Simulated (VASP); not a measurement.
Wanted: the native input for a VASP 6.6.1 run.

- Task: single point
- Functional: r2SCAN
- Potentials or basis: VASP PAW PBE potentials, release 64 (Na_pv, H)
- Cutoff: 520 eV
- k mesh: 8 × 8 × 8
- Occupations: gaussian, width 0.05 eV
- Spin: no spin polarisation
- Dipole correction: no
- Further INCAR settings: ALGO = Normal; EDIFF = 1e-06; NBANDS = 11

The system is NaH.

```
Na H
1.0
     0.00000    2.44000    2.44000
     2.44000    0.00000    2.44000
     2.44000    2.44000    0.00000
Na H
1 1
Direct
  0.00000 0.00000 0.00362
  0.50000 0.50000 0.50000
```

This cell differs from its parent crystal: all Na atoms moved +0.013 Å, as atom 1 along Cartesian [1 1 0].

One way to write it, as run:

POSCAR

```
NaH
1.0
    0.0000000000      2.4400000000      2.4400000000
    2.4400000000      0.0000000000      2.4400000000
    2.4400000000      2.4400000000      0.0000000000
Na H
1 1
Direct
    0.0000000000      0.0000000000      0.0036224733
    0.5000000000      0.5000000000      0.5000000000
```

INCAR.step1

```
SYSTEM = NaH
  PREC = Accurate
  ENCUT = 520
  ISMEAR = 0
  SIGMA = 0.05
  LREAL = .FALSE.
  LASPH = .TRUE.
  NELM = 80
  NBANDS = 11
  GGA = PE
  ALGO = Normal
  EDIFF = 1E-4
  LWAVE = .TRUE.
  LCHARG = .FALSE.
```

INCAR.step2

```
SYSTEM = NaH
  PREC = Accurate
  ENCUT = 520
  EDIFF = 1E-6
  ISMEAR = 0
  SIGMA = 0.05
  LREAL = .FALSE.
  LASPH = .TRUE.
  NELM = 80
  ALGO = Normal
  ISIF = 2
  LWAVE = .FALSE.
  LCHARG = .FALSE.
  METAGGA = R2SCAN
  LMIXTAU = .TRUE.
  NBANDS = 11
  ISTART = 1
```

KPOINTS

```
regular mesh
0
G
  8 8 8
  0 0 0
```

Potentials or basis: VASP PAW PBE potentials, release 64 (Na_pv, H).

Run with:

```console
$ cat potpaw_PBE.64/Na_pv/POTCAR potpaw_PBE.64/H/POTCAR > POTCAR
$ cp INCAR.step1 INCAR
$ mpirun -np 1 vasp_std > vasp.out
$ cp INCAR.step2 INCAR
$ mpirun -np 1 vasp_std > vasp.out
```

It gave:

| Quantity | Value |
| --- | --- |
| Pressure | -1.4 GPa |
| Largest force | 0.014 eV/Å |
| Band gap on the k mesh | 4.32 eV, indirect (least direct gap 5.14 eV) |

Caveat: the cell differs from its parent crystal (all Na atoms moved +0.013 Å, as atom 1 along Cartesian [1 1 0]); the PAW data sets were made with another functional, which shifts forces and pressure a little.

Run time: 2.6 min on 1 thread of AMD EPYC 7R43 64-Core Processor (Zen 3), on a shared host, peak memory 0.13 GiB.
